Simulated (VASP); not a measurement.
Write the native input for VASP 6.6.1 that does the following.

```yaml
Task: single point
Functional: PBE
Potentials_or_basis: VASP PAW PBE potentials, release 64 (Sc_sv, W_sv)
Cutoff: 520 eV
k_mesh: 16 × 16 × 16
Occupations: gaussian, width 0.1 eV
Spin: no spin polarisation
Dipole_correction: no
Further_INCAR_settings: ALGO = Normal; EDIFF = 1e-06; NBANDS = 20
```

The structure of ScW lies in POSCAR:

```
ScW
1.0
    3.3215351949      0.0000000000      0.0000000000
    0.0000000000      3.3215351949      0.0000000000
    0.0000000000      0.0000000000      3.3215351949
Sc W
1 1
Direct
    0.0000000000      0.0000000000      0.0000000000
    0.5000000000      0.5000000000      0.5000000000
```

The input as run:

INCAR

```
SYSTEM = ScW
PREC = Accurate
ENCUT = 520
EDIFF = 1E-6
ISMEAR = 0
SIGMA = 0.1
LREAL = .False.
LASPH = .True.
NELM = 80
ALGO = Normal
ISIF = 2
LWAVE = .False.
LCHARG = .False.
GGA = PE
NBANDS = 20
```

KPOINTS

```
regular mesh
0
Gamma
  16 16 16
  0 0 0
```

Potentials or basis: VASP PAW PBE potentials, release 64 (Sc_sv, W_sv).

Command:

```console
$ cat potpaw_PBE.64/Sc_sv/POTCAR potpaw_PBE.64/W_sv/POTCAR > POTCAR
$ mpirun -np 1 vasp_std > vasp.out
```

Results of the run:

```yaml
Pressure: 0.2 GPa
Band_gap_on_the_k_mesh: zero (an odd number of electrons rules out a gap without spin polarisation)
```

Caveat: spin-orbit coupling is left out, which moves the levels of the heavy elements.

Wall time 71 s on 1 thread of Intel(R) Xeon(R) 6975P-C (Granite Rapids), with other jobs on the host, peak memory 0.25 GiB.
